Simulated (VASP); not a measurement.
# As (R-3m) in VASP: a series of runs

Runs on As. Level: PBEsol. Tasks: single point, relaxation of cell and atoms.

All numbers are computed with VASP 6.6.1; they aren't measurements. Logs are shortened: lines on timing, memory, paths and dates and some standing lists are left out, and cuts for length are marked.

## Step 1: The cell of the first run

Symmetry: R-3m, No. 166, trigonal system. Conventional cell: a = 3.781 Å, b = 3.781 Å, c = 10.102 Å, α = 90.00°, β = 90.00°, γ = 120.00°. Within 3.3 Å of As (site symmetry 3m) lie 6 As at 2.53 to 3.02 Å.

## Step 2: Single point, PBEsol

The input, INCAR:

```
SYSTEM = As
ALGO = Normal
EDIFF = 1E-6
ENCUT = 520
GGA = PS
ISIF = 2
ISMEAR = 0
LASPH = .TRUE.
LCHARG = .FALSE.
LREAL = .FALSE.
LWAVE = .FALSE.
NBANDS = 12
NELM = 100
PREC = Accurate
SIGMA = 0.1
```

The input, KPOINTS:

```
k-points
0
G
  15 15 15
  0 0 0
```

The input, POSCAR:

```
As
1.0
    1.8906699445      1.0915788014      3.3674589128
   -1.8906699445      1.0915788014      3.3674589128
    0.0000000000     -2.1831576029      3.3674589127
As
2
Direct
    0.7698033593      0.7698033593      0.7698033593
    0.2301966407      0.2301966407      0.2301966407
```

Potentials or basis: VASP PAW PBE potentials, release 64 (As).

The run is started by

```
> cat potpaw_PBE.64/As/POTCAR > POTCAR
> mpirun -np 1 vasp_std > vasp.out
```

OUTCAR:

```text
SYSTEM = As
   EDIFF = 1E-6
   ENCUT = 520
   GGA = PS
   ISIF = 2
   ISMEAR = 0
   LASPH = .TRUE.
   LREAL = .FALSE.
   NELM = 100
   PREC = Accurate

 ion  position               nearest neighbor table
   1  0.770  0.770  0.770-   2 2.53   2 2.53   2 2.53
   2  0.230  0.230  0.230-   1 2.53   1 2.53   1 2.53

  LATTYP: Found a trigonal (rhomboedric) cell.
 ALAT       =     4.0132227260
 COS(alpha) =     0.5561104606

  Lattice vectors:

 A1 = (   1.8906699445,   1.0915788014,   3.3674589128)
 A2 = (  -1.8906699445,   1.0915788014,   3.3674589128)
 A3 = (   0.0000000000,  -2.1831576029,   3.3674589127)

Analysis of symmetry for initial positions (statically):
=====================================================================
 Subroutine PRICEL returns:
 Original cell was already a primitive cell.

 Routine SETGRP: Setting up the symmetry group for a
 trigonal (rhombohedral) supercell.

 Subroutine GETGRP returns: Found 12 space group operations
 (whereof 12 operations were pure point group operations)
 out of a pool of 12 trial point group operations.

The static configuration has the point symmetry D_3d.

Analysis of symmetry for dynamics (positions and initial velocities):
=====================================================================
 Subroutine PRICEL returns:
 Original cell was already a primitive cell.

 Routine SETGRP: Setting up the symmetry group for a
 trigonal (rhombohedral) supercell.

 Subroutine GETGRP returns: Found 12 space group operations
 (whereof 12 operations were pure point group operations)
 out of a pool of 12 trial point group operations.

The dynamic configuration has the point symmetry D_3d.

 Subroutine INISYM returns: Found 12 space group operations
 (whereof 12 operations are pure point group operations),
 and found     1 'primitive' translations

----------------------------------------------------------------------------------------

                                     Primitive cell

  volume of cell :      41.6989

  direct lattice vectors                    reciprocal lattice vectors
     1.890669944  1.091578801  3.367458913     0.264456523  0.152684045  0.098986607
    -1.890669944  1.091578801  3.367458913    -0.264456523  0.152684045  0.098986607
     0.000000000 -2.183157603  3.367458913     0.000000000 -0.305368090  0.098986607

  length of vectors
     4.013222726  4.013222726  4.013222726     0.321010932  0.321010932  0.321010932

  position of ions in fractional coordinates (direct lattice)
     0.769803359  0.769803359  0.769803359
     0.230196641  0.230196641  0.230196641

  ion indices of the primitive-cell ions
   primitive index   ion index
                 1           1
                 2           2

----------------------------------------------------------------------------------------

 KPOINTS: k-points

Automatic generation of k-mesh.
 Grid dimensions read from file:
 generate k-points for:   15   15   15

 Generating k-lattice:

  Cartesian coordinates                     Fractional coordinates (reciprocal lattice)
     0.017630435  0.010178936  0.006599107     0.066666667  0.000000000  0.000000000
    -0.017630435  0.010178936  0.006599107     0.000000000  0.066666667  0.000000000
     0.000000000 -0.020357873  0.006599107     0.000000000  0.000000000  0.066666667

  Length of vectors
     0.021400729  0.021400729  0.021400729

  Shift w.r.t. Gamma in fractional coordinates (k-lattice)
     0.000000000  0.000000000  0.000000000

 Subroutine IBZKPT returns following result:
 ===========================================

 Found    344 irreducible k-points:

 Following reciprocal coordinates:
            Coordinates               Weight
  0.000000  0.000000  0.000000      1.000000
  0.066667 -0.000000  0.000000      6.000000
  0.133333  0.000000  0.000000      6.000000
  0.200000 -0.000000  0.000000      6.000000
  0.266667  0.000000  0.000000      6.000000
  0.333333 -0.000000  0.000000      6.000000
[... 16 lines left out ...]
  0.133333  0.133333  0.000000      6.000000
  0.200000  0.133333 -0.000000     12.000000
 [... further k-points ...]
   k-points           NKPTS =    344   k-points in BZ     NKDIM =    344   number of bands    NBANDS=     12
   number of dos      NEDOS =    301   number of ions     NIONS =      2
   total plane-waves  NPLWV =  27000
   dimension x,y,z NGX =    30 NGY =   30 NGZ =   30
   dimension x,y,z NGXF=    60 NGYF=   60 NGZF=   60
   ions per type =               2
   NGX,Y,Z   is equivalent  to a cutoff of  12.43, 12.43, 12.43 a.u.
   NGXF,Y,Z  is equivalent  to a cutoff of  24.85, 24.85, 24.85 a.u.
 SYSTEM =  As
   PREC   = accura    normal or accurate (medium, high low for compatibility)
   ISTART =      0    job   : 0-new  1-cont  2-samecut
   ICHARG =      2    charge: 1-file 2-atom 10-const
   ISPIN  =      1    spin polarized calculation?
   LNONCOLLINEAR =      F non collinear calculations
   LSORBIT =      F    spin-orbit coupling
   LASPH  =      T    aspherical Exc in radial PAW
   ENCUT  =  520.0 eV  38.22 Ry    6.18 a.u.   7.46  7.46  7.46*2*pi/ulx,y,z
   NELM   =    100;   NELMIN=  2; NELMDL= -5     # of ELM steps
   EDIFF  = 0.1E-05   stopping-criterion for ELM
   LREAL  =      F    real-space projection
   EDIFFG = 0.1E-04   stopping-criterion for IOM
   NSW    =      0    number of steps for IOM
   IBRION =     -1    ionic relax: 0-MD 1-quasi-New 2-CG
   NFREE  =      0    steps in history (QN), initial steepest desc. (CG)
   ISIF   =      2    stress and relaxation
   ISYM   =      2    0-nonsym 1-usesym 2-fastsym
   POTIM  = 0.5000    time-step for ionic-motion
   TEBEG  =    0.0;   TEEND  =   0.0 temperature during run
   PSTRESS=    0.0 pullay stress
   NELECT =      10.0000    total number of electrons
   NUPDOWN=      -1.0000    fix difference up-down
   EMIN   =  10.00;   EMAX   =-10.00  energy-range for DOS
   EFERMI =   0.00;   METHOD = LEGACY
   ISMEAR =     0;   SIGMA  =   0.10  broadening in eV -4-tet -1-fermi 0-gaus
   EFERMI_NEDOS =   21; number of points for ismear=-14 and -15
   IALGO  =     38    algorithm
   IMIX   =      4    mixing-type and parameters
     AMIX     =   0.40;   BMIX     =  1.00
     AMIX_MAG =   1.60;   BMIX_MAG =  1.00
  volume/ion in A,a.u.               =      20.85       140.70
  Fermi-wavevector in a.u.,A,eV,Ry     =   1.017107  1.922054 14.075322  1.034507
  Thomas-Fermi vector in A             =   2.150489
   LORBIT       =      0    0 simple, 1 ext, 2 COOP (PROOUT), +10 PAW based schemes
   GGA     = PS    functional components
   LHFCALC =     F    Hartree Fock is set to
   AEXX    =    0.0000 exact exchange contribution
   IVDW    =     0    specifies the selected vdW correction
   LEPSILON=     F    determine dielectric tensor
   LRPA    =     F    only Hartree local field effects (RPA)
 non-spin polarized calculation
 Gauss-broadening in eV      SIGMA  =   0.10
  energy-cutoff  :      520.00
  volume of cell :       41.70
 maximum number of plane-waves:      1135
 NGX is ok and might be reduce to    30
   NGX = 15   NGY = 15   NGZ = 15

 number of electron      10.0000000 magnetization

 Free energy of the ion-electron system (eV)
  ---------------------------------------------------
  ext. energy  EPLUGINS =         0.00000000
  ---------------------------------------------------
  free energy    TOTEN  =       -10.21479836 eV

  energy without entropy =      -10.21419995  energy(sigma->0) =      -10.21449916

 E-fermi :   5.6420     XC(G=0): -10.2723

 val. band max:        5.6365817131   @ k =   0.4000   0.2667   0.2667
 cond. band min:       5.6594253050   @ k =   0.3333   0.2000   0.2000
 fundamental gap:      0.0228435920
 Fermi energy:         5.6420341532

 k-point     1 :       0.0000    0.0000    0.0000
  band No.  band energies     occupation
      1      -9.5214      2.00000
      2       0.0873      2.00000
      3       3.2539      2.00000
      4       3.5661      2.00000
      5       3.5661      2.00000
      6       7.7178      0.00000
      7       8.7609      0.00000
      8       8.7609      0.00000
      9      12.0913      0.00000
     10      12.0913      0.00000
     11      12.5027      0.00000
     12      14.1599      0.00000

 k-point     2 :       0.0667   -0.0000    0.0000
  band No.  band energies     occupation
      1      -9.4610      2.00000
      2      -0.1759      2.00000
      3       3.2794      2.00000
      4       3.5350      2.00000
      5       3.6144      2.00000
      6       7.7788      0.00000
      7       8.6145      0.00000
      8       8.6643      0.00000
      9      11.7314      0.00000
     10      12.0266      0.00000
     11      12.2010      0.00000
     12      14.5989      0.00000

 k-point     3 :       0.1333    0.0000    0.0000
  band No.  band energies     occupation
      1      -9.2804      2.00000
      2      -0.8508      2.00000
      3       3.2451      2.00000
      4       3.4522      2.00000
      5       3.8150      2.00000
      6       7.7704      0.00000
      7       8.2747      0.00000
      8       8.3662      0.00000
      9      11.2542      0.00000
     10      11.9564      0.00000
     11      12.1211      0.00000
     12      15.6234      0.00000
[... 286 lines left out ...]
 k-point    23 :       0.1333    0.1333    0.0000
  band No.  band energies     occupation
      1      -9.2202      2.00000
      2      -0.9506      2.00000
      3       2.6747      2.00000
      4       3.0470      2.00000
      5       4.7567      2.00000
      6       6.9205      0.00000
      7       8.1463      0.00000
      8       9.2237      0.00000
      9      11.2334      0.00000
     10      12.4374      0.00000
     11      12.8620      0.00000
     12      14.6574      0.00000

 k-point    24 :       0.2000    0.1333   -0.0000
  band No.  band energies     occupation
      1      -9.0119      2.00000
      2      -1.4632      2.00000
      3       2.4004      2.00000
      4       2.8454      2.00000
      5       4.8677      2.00000
      6       6.6716      0.00000
      7       8.2271      0.00000
      8       9.2294      0.00000
      9      10.9265      0.00000
     10      12.7249      0.00000
     11      13.3971      0.00000
     12      15.0735      0.00000

 [... further k-points ...]

------------------------ aborting loop because EDIFF is reached ----------------------------------------

  FORCE on cell =-STRESS in cart. coord.  units (eV):
  Direction    XX          YY          ZZ          XY          YZ          ZX
  --------------------------------------------------------------------------------------
  -------------------------------------------------------------------------------------
  Total        0.1195914      0.1195914      0.0795231      0.0000000      0.0000000      0.0000000
  in kB        4.5950085      4.5950085      3.0554815      0.0000000      0.0000000      0.0000000
  external PRESSURE =       4.0818328 kB  Pullay stress =       0.0000000 kB

 VOLUME and BASIS-vectors are now :
 -----------------------------------------------------------------------------
  energy-cutoff  :      520.00
  volume of cell :       41.70
      direct lattice vectors                 reciprocal lattice vectors
     1.890669944  1.091578801  3.367458913     0.264456523  0.152684045  0.098986607
    -1.890669944  1.091578801  3.367458913    -0.264456523  0.152684045  0.098986607
     0.000000000 -2.183157603  3.367458913     0.000000000 -0.305368090  0.098986607

 POSITION                                       TOTAL-FORCE (eV/Angst)
 -----------------------------------------------------------------------------------
      0.00000     -0.00000      7.77684         0.000000      0.000000     -0.056617
      0.00000     -0.00000      2.32553         0.000000     -0.000000      0.056617
 -----------------------------------------------------------------------------------
    total drift:                               -0.000000     -0.000000      0.000000

  FREE ENERGIE OF THE ION-ELECTRON SYSTEM (eV)
  ---------------------------------------------------
  free  energy   TOTEN  =       -10.2147983601 eV

  energy  without entropy=      -10.2141999538  energy(sigma->0) =      -10.21449916
```

Wall time 55 s (1 thread of Intel Xeon 6975P-C (Granite Rapids), shared host); peak memory 0.28 GiB.

What came out:

| Property | Result |
| --- | --- |
| Free energy | -10.2148 eV |
| Pressure | 0.4 GPa |
| Largest force | 0.057 eV/Å |
| Band gap on the k mesh | zero (bands 5 and 6 overlap by 0.14 eV) |

Forces on the atoms (eV/Å):
```
As   0.000  0.000 -0.057
As   0.000  0.000  0.057
```

Stress tensor (GPa, compression positive):
```
0.46 0.00 0.00
0.00 0.46 0.00
0.00 0.00 0.31
```

Levels at points of the mesh, in eV from the Fermi level:
```
           k point  band 3  band 4  band 5  band 6  band 7  band 8
(0.00, 0.00, 0.00)   -2.39   -2.08   -2.08    2.08    3.12    3.12
```

Caveat: the PAW data sets were made with another functional, which shifts forces and pressure a little.

## Step 3: Relaxation of cell and atoms, PBEsol

The input, INCAR:

```
PREC = Accurate ; ENCUT = 600
EDIFF = 1E-7 ; ISMEAR = 0
SIGMA = 0.1 ; LREAL = F
LASPH = T ; NELM = 80
ALGO = Normal ; ISIF = 3
LWAVE = F ; LCHARG = F
GGA = PS ; IBRION = 2
NSW = 70 ; EDIFFG = -0.005
```

The input, KPOINTS:

```
Automatic mesh
0
Gamma
  15 15 15
```

The input, POSCAR:

```
As
1.0
    1.8914380032      1.0920222403      3.3713915085
   -1.8914380032      1.0920222403      3.3713915085
    0.0000000000     -2.1840444806      3.3713915084
As
2
Direct
    0.7697136435      0.7697136435      0.7697136435
    0.2302863565      0.2302863565      0.2302863565
```

Potentials or basis: VASP PAW PBE potentials, release 64 (As).

The run is started by

```
> cat potpaw_PBE.64/As/POTCAR > POTCAR
> mpirun -np 1 vasp_std > vasp.out
```

Wall time 2.2 min (1 thread of Intel Xeon 6975P-C (Granite Rapids), shared host); peak memory 0.3 GiB.

Results (log left out):

- Free energy: -10.2152 eV
- Relaxed volume: 20.90 Å³/atom
- Relaxed cell: a = 4.013 Å, b = 4.013 Å, c = 4.013 Å, α = 56.33°, β = 56.33°, γ = 56.33°
- Space group after relaxing (to 0.1 Å): R-3m (No. 166)
- Energy gained by relaxing: 0.1 meV/atom
- Ionic steps: 7
- Pressure after relaxing: 0.0 GPa
- Band gap on the k mesh: zero (bands 5 and 6 overlap by 0.13 eV)

Step by step:
| step | energy change (eV) | largest force (eV/Å) | pressure (GPa) | volume (Å³) |
| --- | --- | --- | --- | --- |
| 1 | 0.0000 | 0.0282 | 0.21 | 41.78 |
| 2 | 0.0000 | 0.0123 | -0.20 | 41.95 |
| 3 | -0.0001 | 0.0044 | -0.03 | 41.88 |
| 4 | -0.0001 | 0.0039 | -0.03 | 41.88 |
| 5 | -0.0001 | 0.0045 | -0.03 | 41.87 |
| 6 | -0.0001 | 0.0063 | -0.01 | 41.82 |
| 7 | -0.0001 | 0.0003 | -0.01 | 41.81 |

Final structure:
```
As
1.0
     1.89412    1.09357    3.36411
    -1.89412    1.09357    3.36411
     0.00000   -2.18715    3.36411
As
2
Direct
  0.76949 0.76949 0.76949
  0.23051 0.23051 0.23051
```

Levels at points of the mesh, in eV from the Fermi level:
```tsv
k point	band 3	band 4	band 5	band 6	band 7	band 8
(0.00, 0.00, 0.00)	-2.36	-2.06	-2.06	2.12	3.13	3.13
```

Caveat: the PAW data sets were made with another functional, which shifts forces and pressure a little.
